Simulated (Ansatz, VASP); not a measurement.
**Li2Se: VASP beside Ansatz**

POSCAR

```
Li2Se
1.0
    0.0000000000      2.9935010607      2.9935010607
    2.9935010607      0.0000000000      2.9935010607
    2.9935010607      2.9935010607      0.0000000000
Li Se
2 1
Direct
    0.7500000000      0.7500000000      0.7500000000
    0.2500000000      0.2500000000      0.2500000000
    0.0000000000      0.0000000000      0.0000000000
```

The input INCAR.step1:

```
  PREC = Accurate
  ENCUT = 650
  EDIFF = 1E-5
  ISMEAR = 0
  SIGMA = 0.01
  LREAL = False
  LASPH = True
  NELM = 120
  ALGO = Normal
  ISIF = 2
  LWAVE = True
  GGA = PE
  NBANDS = 13
  GGA_COMPAT = False
```

The input INCAR.step2:

```
  PREC = Accurate
  ENCUT = 650
  EDIFF = 1E-6
  ISMEAR = 0
  SIGMA = 0.01
  LREAL = False
  LASPH = True
  NELM = 120
  ALGO = Normal
  ISIF = 2
  LWAVE = False
  LCHARG = True
  GGA = PE
  LHFCALC = True
  AEXX = 1.0
  ALDAC = 0.0
  AGGAC = 0.0
  PRECFOCK = Normal
  LELF = True
  LVHAR = True
  ISTART = 1
  NBANDS = 13
  GGA_COMPAT = False
```

KPOINTS

```
Automatic mesh
0
Gamma
  6 6 6
```

Input for Ansatz:

```yaml
crystal:
  lattice:
    - [0.0, 2.9935010607, 2.9935010607]
    - [2.9935010607, 0.0, 2.9935010607]
    - [2.9935010607, 2.9935010607, 0.0]
  atoms:
    - { symbol: Li, position: [0.75, 0.75, 0.75] }
    - { symbol: Li, position: [0.25, 0.25, 0.25] }
    - { symbol: Se, position: [0.0, 0.0, 0.0] }
kpoints:
  mp_grid: { grid: [6, 6, 6] }
  band_path:
    path:
      - [0.0, 0.0, 0.0]
      - [0.5, 0.0, 0.5]
      - [0.625, 0.25, 0.625]
      - [0.375, 0.375, 0.75]
      - [0.5, 0.5, 0.5]
      - [0.5, 0.25, 0.75]
      - [0.0, 0.5, 0.5]
    npoints: 1
hamiltonian:
  xc: hf
scf:
  occupations: { method: fixed }
  n_extra_bands: 4
output:
  forces: true
  stress: true
  eigenvalues: true
```

Alike in both runs: task single point; functional HF; k mesh 6 × 6 × 6; no spin polarisation.

```csv
,VASP,Ansatz
version,VASP 6.6.1,Ansatz 0.2.0
potentials or method,"VASP PAW PBE potentials, release 64 (Li_sv, Se)","plane waves, PAW"
plane-wave cutoff (eV),650,420
occupations,"gaussian, width 0.01 eV",fixed
valence electrons in the cell,12,22
```

|  | VASP | Ansatz | Ansatz less VASP |
| --- | --- | --- | --- |
| gap on the k mesh at the Fermi level (eV) | 9.65 | 9.54 | -0.113 |
| pressure (GPa) | 1.6 | 2.5 | +0.93 |

VASP's potentials were made for PBE, not for HF. VASP's potentials hold 12 valence electrons a cell and Ansatz's 22, so a difference there can come from the potentials and not from the codes. Ansatz's warnings: stress exchange threshold loose, stress scf threshold loose.
